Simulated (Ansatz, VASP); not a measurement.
**BAs in VASP and in Ansatz**

Contents of INCAR:

```
SYSTEM = BAs
  ALGO = Normal
  EDIFF = 1E-6
  ENCUT = 500
  GGA = PE
  GGA_COMPAT = .FALSE.
  ISIF = 2
  ISMEAR = 0
  LASPH = .TRUE.
  LCHARG = .FALSE.
  LREAL = .FALSE.
  LWAVE = .FALSE.
  NBANDS = 11
  NELM = 120
  PREC = Accurate
  SIGMA = 0.02
```

The input KPOINTS:

```
k-points
0
G
  10 10 10
  0 0 0
```

POSCAR

```
BAs
1.0
    0.0000000000      2.3043048219      2.3043048219
    2.3043048219      0.0000000000      2.3043048219
    2.3043048219      2.3043048219      0.0000000000
B As
1 1
Direct
    0.0000000000      0.0000000000      0.0000000000
    0.2500000000      0.2500000000      0.2500000000
```

Input for Ansatz:

```yaml
crystal:
  lattice:
    - [0.0, 2.3043048219, 2.3043048219]
    - [2.3043048219, 0.0, 2.3043048219]
    - [2.3043048219, 2.3043048219, 0.0]
  atoms:
    - { symbol: B, position: [0.0, 0.0, 0.0] }
    - { symbol: As, position: [0.25, 0.25, 0.25] }
basis:
  ecutwfc: 420
kpoints:
  mp_grid: { grid: [10, 10, 10] }
hamiltonian:
  xc: pbe
scf:
  occupations: { method: gaussian, width: 0.02 }
output:
  forces: true
  stress: true
  eigenvalues: true
```

Alike in both runs: task single point; functional PBE; k mesh 10 × 10 × 10; occupations gaussian, width 0.02 eV; no spin polarisation.

|  | VASP | Ansatz |
| --- | --- | --- |
| version | VASP 6.6.1 | Ansatz 0.2.0 |
| potentials or method | VASP PAW PBE potentials, release 64 (B, As), cutoff 500 eV | scalar-relativistic, plane waves, PAW |
| valence electrons in the cell | 8 | 18 |

Ansatz gave:

| Quantity | Value |
| --- | --- |
| gap on the k mesh at the Fermi level (eV) | 1.07 |
| least direct gap on the mesh (eV) | 3.43 |
| pressure (GPa) | 21.8 |

What did VASP give for the same quantities?

gap on the k mesh at the Fermi level (eV): 1.06; least direct gap on the mesh (eV): 3.42; pressure (GPa): 22.9.

The functional is the same, so the differences come from potentials, cutoffs and numerics. VASP's potentials hold 8 valence electrons a cell and Ansatz's 18, so a difference there can come from the potentials and not from the codes.
